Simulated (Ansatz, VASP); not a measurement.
**Two plane-wave programs on K**

INCAR

```
SYSTEM = K
PREC = Accurate
ENCUT = 520
EDIFF = 1E-6
ISMEAR = 0
SIGMA = 0.15
LREAL = .False.
LASPH = .True.
NELM = 80
ALGO = Fast
ISIF = 2
LWAVE = .False.
LCHARG = .False.
GGA = PE
IVDW = 12
NBANDS = 10
```

Contents of KPOINTS:

```
Automatic mesh
0
Gamma
  12 12 12
  0 0 0
```

POSCAR

```
K
1.0
    0.0000000000      3.3918728180      3.4936290025
    3.3918728180      0.0000000000      3.4936290025
    3.3918728180      3.3918728180      0.0000000000
K
1
Direct
    0.0000000000      0.0000000000      0.0000000000
```

Input for Ansatz:

```yaml
crystal:
  lattice:
    - [0.0, 3.391872818, 3.4936290025]
    - [3.391872818, 0.0, 3.4936290025]
    - [3.391872818, 3.391872818, 0.0]
  atoms:
    - { symbol: K, position: [0.0, 0.0, 0.0] }
basis:
  ecutwfc: 420
kpoints:
  mp_grid: { grid: [12, 12, 12] }
hamiltonian:
  xc: pbe
  dispersion: d3bj
scf:
  occupations: { method: gaussian, width: 0.15 }
output:
  forces: true
  stress: true
  eigenvalues: true
```

Change from the starting cell: strain +0.000 along x and y, +0.030 along z, atoms carried along.

Alike in both runs: task single point; functional PBE; dispersion D3(BJ); k mesh 12 × 12 × 12; occupations gaussian, width 0.15 eV; no spin polarisation.

```csv
,VASP,Ansatz
version,VASP 6.6.1,Ansatz 0.2.0
potentials or method,"VASP PAW PBE potentials, release 64 (K_sv), cutoff 520 eV","scalar-relativistic, plane waves, PAW"
valence electrons in the cell,9,9
```

|  | VASP | Ansatz | Ansatz less VASP |
| --- | --- | --- | --- |
| gap on the k mesh at the Fermi level (eV) | none | none | - |
| pressure (GPa) | -0.5 | -0.5 | +0.01 |

A gap of «none» marks a metal or a gap that the smearing closes.
